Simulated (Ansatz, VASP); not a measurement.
# One calculation of Au, two programs

```
Au
1.0
     2.91696    0.00000    0.00000
    -1.45848    2.52616    0.00000
     0.00000    0.00000    4.89003
Au
2
Direct
  0.24981 0.49961 0.75000
  0.75019 0.50039 0.25000
```

Change from the starting cell: mode 4 frozen in at +0.000 Å and mode 5 at -0.422 Å (largest displacements).

Alike in both runs: task single point; functional PBE; k mesh 18 × 18 × 10; occupations gaussian, width 0.15 eV; no spin polarisation.

|  | VASP | Ansatz |
| --- | --- | --- |
| version | VASP 6.6.1 | Ansatz 0.2.0 |
| potentials or method | VASP PAW PBE potentials, release 64 (Au), cutoff 500 eV | scalar-relativistic, plane waves, PAW |
| valence electrons in the cell | 22 | 38 |

|  | VASP | Ansatz | Ansatz less VASP |
| --- | --- | --- | --- |
| gap on the k mesh at the Fermi level (eV) | none | none | - |
| pressure (GPa) | 1.0 | 1.2 | +0.22 |
| traceless stress, the component that is largest in VASP (GPa) | -2.02 | -2.05 | -0.026 |

A gap of «none» marks a metal or a gap that the smearing closes. VASP's potentials hold 22 valence electrons a cell and Ansatz's 38, so a difference there can come from the potentials and not from the codes.

Neither program's run includes spin-orbit coupling.
